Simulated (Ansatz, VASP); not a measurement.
## Two plane-wave programs on YGaC2N2

```xyz
6
Lattice="3.5780 0.0000 0.0000 -1.2514 3.4580 0.0000 -0.7279 -1.7346 8.6632" Properties=species:S:1:pos:R:3 pbc="T T T"
Y     0.7993    0.8617    4.3316
Ga    0.0000    0.0000    0.0000
C    -0.1791   -0.8016    7.1066
C     1.7777    2.5250    1.5566
N     0.1596   -0.2258    6.1460
N     1.4391    1.9493    2.5172
```

Alike in both runs: task single point; functional PBE; k mesh 6 × 6 × 2; occupations gaussian, width 0.1 eV; no spin polarisation.

|  | VASP | Ansatz |
| --- | --- | --- |
| version | VASP 6.6.1 | Ansatz 0.2.0 |
| potentials or method | VASP PAW PBE potentials, release 64 (Y_sv, Ga_d, C, N), cutoff 520 eV | scalar-relativistic, plane waves, PAW |
| valence electrons in the cell | 42 | 42 |

Ansatz gave:

```
gap on the k mesh at the Fermi level (eV)                     : none
pressure (GPa)                                                : 2.6
traceless stress, the component that is largest in VASP (GPa) : 8.64
rms of the force components (eV/Å)                            : 1.794
```

Question: Which values does VASP return?

Answer: gap on the k mesh at the Fermi level (eV): none; pressure (GPa): 2.9; traceless stress, the component that is largest in VASP (GPa): 9.00; rms of the force components (eV/Å): 1.976.

Atom by atom the forces differ by 0.187 eV/Å (rms over components). A gap of «none» marks a metal or a gap that the smearing closes.

The k mesh is coarse, so the values compare programs but aren't converged. Noted on VASP's run: the standard files for N, O and F lose accuracy on very short bonds.
